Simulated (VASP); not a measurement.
# Se (R-3) in VASP: further runs

The runs below take Se through single point, with PBE+D4, PBE+D3(BJ).

All numbers are computed with VASP 6.6.1; they aren't measurements. Logs are shortened: lines on timing, memory, paths and dates and some standing lists are left out, and cuts for length are marked.

### 1 The cell of the first run

It takes space group R-3 (No. 148, trigonal). Conventional cell: a = 10.855 Å, b = 10.855 Å, c = 4.409 Å, α = 90.00°, β = 90.00°, γ = 120.00°. Se (site symmetry 1) has 5 Se at 2.43 to 3.22 Å within 3.3 Å.

### 2 Single point, PBE+D4

INCAR reads:

```
PREC = Accurate
ENCUT = 520
EDIFF = 1E-6
ISMEAR = -1
SIGMA = 0.02
LREAL = F
LASPH = T
NELM = 100
ALGO = Normal
ISIF = 2
LWAVE = F
LCHARG = F
GGA = PE
IVDW = 13
NBANDS = 27
```

KPOINTS reads:

```
regular mesh
0
Gamma
  6 6 6
```

POSCAR reads:

```
Se
1.0
    5.4276422590      3.1336507193      1.4696435134
   -5.4276422590      3.1336507193      1.4696435134
    0.0000000000     -6.2673014386      1.4696435134
Se
6
Direct
    0.8298130786      0.6948980019      0.0828447210
    0.6948980019      0.0828447210      0.8298130786
    0.0828447210      0.8298130786      0.6948980019
    0.1701869214      0.3051019981      0.9171552790
    0.3051019981      0.9171552790      0.1701869214
    0.9171552790      0.1701869214      0.3051019981
```

Potentials or basis: VASP PAW PBE potentials, release 64 (Se).

Launch:

```sh
cat potpaw_PBE.64/Se/POTCAR > POTCAR
mpirun -np 1 vasp_std > vasp.out
```

OUTCAR:

```text
PREC = Accurate
   ENCUT = 520
   EDIFF = 1E-6
   ISMEAR = -1
   LREAL = F
   LASPH = T
   NELM = 100
   ISIF = 2
   GGA = PE
   IVDW = 13

 ion  position               nearest neighbor table
   1  0.830  0.695  0.083-   6 2.43   5 2.43
   2  0.695  0.083  0.830-   4 2.43   6 2.43
   3  0.083  0.830  0.695-   4 2.43   5 2.43
   4  0.170  0.305  0.917-   3 2.43   2 2.43
   5  0.305  0.917  0.170-   1 2.43   3 2.43
   6  0.917  0.170  0.305-   1 2.43   2 2.43

  LATTYP: Found a trigonal (rhomboedric) cell.
 ALAT       =     6.4373068421
 COS(alpha) =    -0.4218179882

  Lattice vectors:

 A1 = (   5.4276422590,   3.1336507193,   1.4696435134)
 A2 = (  -5.4276422590,   3.1336507193,   1.4696435134)
 A3 = (   0.0000000000,  -6.2673014386,   1.4696435134)

Analysis of symmetry for initial positions (statically):
=====================================================================
 Subroutine PRICEL returns:
 Original cell was already a primitive cell.

 Routine SETGRP: Setting up the symmetry group for a
 trigonal (rhombohedral) supercell.

 Subroutine GETGRP returns: Found  6 space group operations
 (whereof  6 operations were pure point group operations)
 out of a pool of 12 trial point group operations.

The static configuration has the point symmetry S_6 .

Analysis of symmetry for dynamics (positions and initial velocities):
=====================================================================
 Subroutine PRICEL returns:
 Original cell was already a primitive cell.

 Routine SETGRP: Setting up the symmetry group for a
 trigonal (rhombohedral) supercell.

 Subroutine GETGRP returns: Found  6 space group operations
 (whereof  6 operations were pure point group operations)
 out of a pool of 12 trial point group operations.

The dynamic configuration has the point symmetry S_6 .

 Subroutine INISYM returns: Found  6 space group operations
 (whereof  6 operations are pure point group operations),
 and found     1 'primitive' translations

----------------------------------------------------------------------------------------

                                     Primitive cell

  volume of cell :     149.9771

[... 93 lines left out ...]
   LASPH  =      T    aspherical Exc in radial PAW
   ENCUT  =  520.0 eV  38.22 Ry    6.18 a.u.  11.97 11.97 11.97*2*pi/ulx,y,z
   NELM   =    100;   NELMIN=  2; NELMDL= -5     # of ELM steps
   EDIFF  = 0.1E-05   stopping-criterion for ELM
   LREAL  =      F    real-space projection
   EDIFFG = 0.1E-04   stopping-criterion for IOM
   NSW    =      0    number of steps for IOM
   IBRION =     -1    ionic relax: 0-MD 1-quasi-New 2-CG
   NFREE  =      0    steps in history (QN), initial steepest desc. (CG)
   ISIF   =      2    stress and relaxation
   ISYM   =      2    0-nonsym 1-usesym 2-fastsym
   POTIM  = 0.5000    time-step for ionic-motion
   TEBEG  =    0.0;   TEEND  =   0.0 temperature during run
   PSTRESS=    0.0 pullay stress
   NELECT =      36.0000    total number of electrons
   NUPDOWN=      -1.0000    fix difference up-down
   EMIN   =  10.00;   EMAX   =-10.00  energy-range for DOS
   EFERMI =   0.00;   METHOD = LEGACY
   ISMEAR =    -1;   SIGMA  =   0.02  broadening in eV -4-tet -1-fermi 0-gaus
   EFERMI_NEDOS =   21; number of points for ismear=-14 and -15
   IALGO  =     38    algorithm
   IMIX   =      4    mixing-type and parameters
     AMIX     =   0.40;   BMIX     =  1.00
     AMIX_MAG =   1.60;   BMIX_MAG =  1.00
  volume/ion in A,a.u.               =      25.00       168.68
  Fermi-wavevector in a.u.,A,eV,Ry     =   1.017421  1.922647 14.084006  1.035145
  Thomas-Fermi vector in A             =   2.150821
   LORBIT       =      0    0 simple, 1 ext, 2 COOP (PROOUT), +10 PAW based schemes
   GGA     = PE    functional components
   LHFCALC =     F    Hartree Fock is set to
   AEXX    =    0.0000 exact exchange contribution
   IVDW    =    13    specifies the selected vdW correction
   LEPSILON=     F    determine dielectric tensor
   LRPA    =     F    only Hartree local field effects (RPA)
 non-spin polarized calculation
  energy-cutoff  :      520.00
  volume of cell :      149.98
 maximum number of plane-waves:      4064
   NGX = 23   NGY = 23   NGZ = 23

 number of electron      35.9999998 magnetization

 Free energy of the ion-electron system (eV)
  ---------------------------------------------------
  ext. energy  EPLUGINS =         0.00000000
  ---------------------------------------------------
  free energy    TOTEN  =       -20.64961411 eV

  energy without entropy =      -20.64961411  energy(sigma->0) =      -20.64961411

 E-fermi :   3.5955     XC(G=0):  -9.2995

 val. band max:        3.1791743331   @ k =   0.5000   0.0000   0.0000
 cond. band min:       4.2003052288   @ k =  -0.1667   0.1667   0.1667
 fundamental gap:      1.0211308956
 Fermi energy:         3.5954896188

 k-point     1 :       0.0000    0.0000    0.0000
  band No.  band energies     occupation
      1     -12.5873      2.00000
      2     -10.4142      2.00000
      3     -10.4142      2.00000
      4      -8.7229      2.00000
      5      -8.7229      2.00000
      6      -7.7108      2.00000
[... 709 lines left out ...]
     26       8.8071      0.00000
     27       9.6029      0.00000

 [... further k-points ...]

------------------------ aborting loop because EDIFF is reached ----------------------------------------

  DFT-D4 for vdW energy calculation

  Edisp (eV):   -2.29016

  FORCE on cell =-STRESS in cart. coord.  units (eV):
  Direction    XX          YY          ZZ          XY          YZ          ZX
  --------------------------------------------------------------------------------------
  -------------------------------------------------------------------------------------
  Total       0.15420     0.15420     0.04075    -0.00000     0.00000     0.00000
  in kB       1.64733     1.64733     0.43537    -0.00001     0.00000     0.00000
  external pressure =        1.24 kB  Pullay stress =        0.00 kB

 VOLUME and BASIS-vectors are now :
 -----------------------------------------------------------------------------
  energy-cutoff  :      520.00
  volume of cell :      149.98
      direct lattice vectors                 reciprocal lattice vectors
     5.427642259  3.133650719  1.469643513     0.092121031  0.053186102  0.226812373
    -5.427642259  3.133650719  1.469643513    -0.092121031  0.053186102  0.226812373
     0.000000000 -6.267301439  1.469643513     0.000000000 -0.106372204  0.226812373

 POSITION                                       TOTAL-FORCE (eV/Angst)
 -----------------------------------------------------------------------------------
      0.73227      4.25870      2.36253         0.004567     -0.018389     -0.014207
      3.32201     -2.76351      2.36253        -0.018209      0.005239     -0.014207
     -4.05428     -1.49518      2.36253         0.013642      0.013150     -0.014207
     -0.73227     -4.25870      2.04640        -0.004567      0.018389      0.014207
     -3.32201      2.76351      2.04640         0.018209     -0.005239      0.014207
      4.05428      1.49518      2.04640        -0.013642     -0.013150      0.014207
 -----------------------------------------------------------------------------------
    total drift:                               -0.000000     -0.000000      0.000000

  FREE ENERGIE OF THE ION-ELECTRON SYSTEM (eV)
  ---------------------------------------------------
  free  energy   TOTEN  =       -22.9397720324 eV

  energy  without entropy=      -22.9397720324  energy(sigma->0) =      -22.93977203
```

Wall time 2.5 min (1 thread of Intel Xeon Platinum 8488C (Sapphire Rapids), shared host); peak memory 0.36 GiB.

What came out:

```yaml
Free_energy: -22.9398 eV
Pressure: 0.1 GPa
Largest_force: 0.024 eV/Å
Band_gap_on_the_k_mesh: 1.02 eV (least direct gap 1.09 eV)
Dispersion_energy_per_atom: -0.382 eV
```

Forces on the atoms (eV/Å):
```
Se   0.005 -0.018 -0.014
Se  -0.018  0.005 -0.014
Se   0.014  0.013 -0.014
Se  -0.005  0.018  0.014
Se   0.018 -0.005  0.014
Se  -0.014 -0.013  0.014
```

Stress tensor (GPa, compression positive):
```
0.16 0.00 0.00
0.00 0.16 0.00
0.00 0.00 0.04
```

### 3 Single point, PBE+D3(BJ)

This run uses another cell than the first one, of 25.17 Å³/atom.

INCAR reads:

```
SYSTEM = Se
PREC = Accurate
ENCUT = 520
EDIFF = 1E-7
ISMEAR = -1
SIGMA = 0.02
LREAL = .False.
LASPH = .True.
NELM = 60
ALGO = Normal
ISIF = 2
LWAVE = .False.
LCHARG = .False.
GGA = PE
IVDW = 12
NBANDS = 27
```

KPOINTS reads:

```
regular mesh
0
Gamma
  6 6 6
  0 0 0
```

POSCAR reads:

```
Se
1.0
    5.4273801522      3.1334993919      1.4802237880
   -5.4273801522      3.1334993919      1.4802237880
    0.0000000000     -6.2669987838      1.4802237879
Se
6
Direct
    0.8308693621      0.6960566958      0.0842417398
    0.6960566958      0.0842417398      0.8308693621
    0.0842417398      0.8308693621      0.6960566958
    0.1691306379      0.3039433042      0.9157582602
    0.3039433042      0.9157582602      0.1691306379
    0.9157582602      0.1691306379      0.3039433042
```

Potentials or basis: VASP PAW PBE potentials, release 64 (Se).

Launch:

```sh
cat potpaw_PBE.64/Se/POTCAR > POTCAR
mpirun -np 1 vasp_std > vasp.out
```

OUTCAR:

```text
SYSTEM = Se
   PREC = Accurate
   ENCUT = 520
   EDIFF = 1E-7
   ISMEAR = -1
   LREAL = .False.
   LASPH = .True.
   NELM = 60
   ISIF = 2
   GGA = PE
   IVDW = 12
 IVDW          = 12

 ion  position               nearest neighbor table
   1  0.831  0.696  0.084-   6 2.43   5 2.43
   2  0.696  0.084  0.831-   6 2.43   4 2.43
   3  0.084  0.831  0.696-   4 2.43   5 2.43
   4  0.169  0.304  0.916-   3 2.43   2 2.43
   5  0.304  0.916  0.169-   3 2.43   1 2.43
   6  0.916  0.169  0.304-   1 2.43   2 2.43

  LATTYP: Found a trigonal (rhomboedric) cell.
 ALAT       =     6.4394360171
 COS(alpha) =    -0.4207406780

  Lattice vectors:

 A1 = (   5.4273801522,   3.1334993919,   1.4802237880)
 A2 = (  -5.4273801522,   3.1334993919,   1.4802237880)
 A3 = (   0.0000000000,  -6.2669987838,   1.4802237879)

Analysis of symmetry for initial positions (statically):
=====================================================================
 Subroutine PRICEL returns:
 Original cell was already a primitive cell.

 Routine SETGRP: Setting up the symmetry group for a
 trigonal (rhombohedral) supercell.

 Subroutine GETGRP returns: Found  6 space group operations
 (whereof  6 operations were pure point group operations)
 out of a pool of 12 trial point group operations.

The static configuration has the point symmetry S_6 .

Analysis of symmetry for dynamics (positions and initial velocities):
=====================================================================
 Subroutine PRICEL returns:
 Original cell was already a primitive cell.

 Routine SETGRP: Setting up the symmetry group for a
 trigonal (rhombohedral) supercell.

 Subroutine GETGRP returns: Found  6 space group operations
 (whereof  6 operations were pure point group operations)
 out of a pool of 12 trial point group operations.

[... 125 lines left out ...]
   IALGO  =     38    algorithm
   IMIX   =      4    mixing-type and parameters
     AMIX     =   0.40;   BMIX     =  1.00
     AMIX_MAG =   1.60;   BMIX_MAG =  1.00
  volume/ion in A,a.u.               =      25.17       169.88
  Fermi-wavevector in a.u.,A,eV,Ry     =   1.015024  1.918117 14.017716  1.030273
  Thomas-Fermi vector in A             =   2.148285
   LORBIT       =      0    0 simple, 1 ext, 2 COOP (PROOUT), +10 PAW based schemes
   GGA     = PE    functional components
   LHFCALC =     F    Hartree Fock is set to
   AEXX    =    0.0000 exact exchange contribution
   IVDW    =    12    specifies the selected vdW correction
   LEPSILON=     F    determine dielectric tensor
   LRPA    =     F    only Hartree local field effects (RPA)
 non-spin polarized calculation
  energy-cutoff  :      520.00
  volume of cell :      151.04
 maximum number of plane-waves:      4092
   NGX = 23   NGY = 23   NGZ = 23

 number of electron      36.0000000 magnetization

 Free energy of the ion-electron system (eV)
  ---------------------------------------------------
  ext. energy  EPLUGINS =         0.00000000
  ---------------------------------------------------
  free energy    TOTEN  =       -20.66651283 eV

  energy without entropy =      -20.66651283  energy(sigma->0) =      -20.66651283

 E-fermi :   3.5305     XC(G=0):  -9.2612

 val. band max:        3.1122907239   @ k =   0.5000   0.0000   0.0000
 cond. band min:       4.1440432810   @ k =  -0.1667   0.1667   0.1667
 fundamental gap:      1.0317525571
 Fermi energy:         3.5304788983

 k-point     1 :       0.0000    0.0000    0.0000
  band No.  band energies     occupation
      1     -12.6311      2.00000
      2     -10.4739      2.00000
      3     -10.4739      2.00000
      4      -8.7749      2.00000
      5      -8.7749      2.00000
      6      -7.7659      2.00000
[... 709 lines left out ...]
     26       8.7568      0.00000
     27       9.5271      0.00000

 [... further k-points ...]

------------------------ aborting loop because EDIFF is reached ----------------------------------------

 Edisp (eV)   -2.06111

 E8    (eV) :    -0.8488

  FORCE on cell =-STRESS in cart. coord.  units (eV):
  Direction    XX          YY          ZZ          XY          YZ          ZX
  --------------------------------------------------------------------------------------
  -------------------------------------------------------------------------------------
  Total       0.12325     0.12325     0.03966    -0.00000     0.00000     0.00000
  in kB       1.30736     1.30736     0.42072    -0.00001     0.00000     0.00000
  external pressure =        1.01 kB  Pullay stress =        0.00 kB

 VOLUME and BASIS-vectors are now :
 -----------------------------------------------------------------------------
  energy-cutoff  :      520.00
  volume of cell :      151.04
      direct lattice vectors                 reciprocal lattice vectors
     5.427380152  3.133499392  1.480223788     0.092125480  0.053188670  0.225191174
    -5.427380152  3.133499392  1.480223788    -0.092125480  0.053188670  0.225191174
     0.000000000 -6.266998784  1.480223788     0.000000000 -0.106377341  0.225191174

 POSITION                                       TOTAL-FORCE (eV/Angst)
 -----------------------------------------------------------------------------------
      0.73168      4.25668      2.38489         0.002143     -0.013414     -0.014986
      3.32055     -2.76199      2.38489        -0.012688      0.004851     -0.014986
     -4.05223     -1.49469      2.38489         0.010545      0.008563     -0.014986
     -0.73168     -4.25668      2.05578        -0.002143      0.013414      0.014986
     -3.32055      2.76199      2.05578         0.012688     -0.004851      0.014986
      4.05223      1.49469      2.05578        -0.010545     -0.008563      0.014986
 -----------------------------------------------------------------------------------
    total drift:                               -0.000000      0.000000     -0.000000

  FREE ENERGIE OF THE ION-ELECTRON SYSTEM (eV)
  ---------------------------------------------------
  free  energy   TOTEN  =       -22.7276194103 eV

  energy  without entropy=      -22.7276194103  energy(sigma->0) =      -22.72761941
```

It took 3 min on 1 thread of Intel Xeon Platinum 8488C (Sapphire Rapids), shared host; peak memory 0.37 GiB.

Results:

| Item | Value |
| --- | --- |
| Free energy | -22.7276 eV |
| Pressure | 0.1 GPa |
| Largest force | 0.020 eV/Å |
| Band gap on the k mesh | 1.03 eV (least direct gap 1.11 eV) |
| Dispersion energy per atom | -0.344 eV |

Forces on the atoms (eV/Å):
```
Se   0.002 -0.013 -0.015
Se  -0.013  0.005 -0.015
Se   0.011  0.009 -0.015
Se  -0.002  0.013  0.015
Se   0.013 -0.005  0.015
Se  -0.011 -0.009  0.015
```

A k mesh can miss the band edges.
